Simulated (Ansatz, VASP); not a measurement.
Os in VASP and in Ansatz

```
Os
1.0
     0.00000    1.91590    1.91590
     1.91590    0.00000    1.91590
     1.91590    1.91590    0.00000
Os
1
Direct
  0.00000 0.00000 0.00000
```

Alike in both runs: functional PBE; dispersion D3(BJ); k mesh 18 × 18 × 18; occupations gaussian, width 0.1 eV; no spin polarisation.

Ansatz relaxed the structure, and its values are those at the end. VASP's run is a single point on that final structure, the one shown.

|  | VASP | Ansatz |
| --- | --- | --- |
| version | VASP 6.6.1 | Ansatz 0.2.0 |
| potentials or method | VASP PAW PBE potentials, release 64 (Os), cutoff 600 eV | scalar-relativistic, plane waves, PAW |
| valence electrons in the cell | 8 | 16 |

```csv
,VASP,Ansatz,Ansatz less VASP
gap on the k mesh at the Fermi level (eV),none,none,-
pressure (GPa),0.2,0.0,-0.19
```

A gap of «none» marks a metal or a gap that the smearing closes. VASP's potentials hold 8 valence electrons a cell and Ansatz's 16, so a difference there can come from the potentials and not from the codes.

Spin-orbit coupling is off throughout.
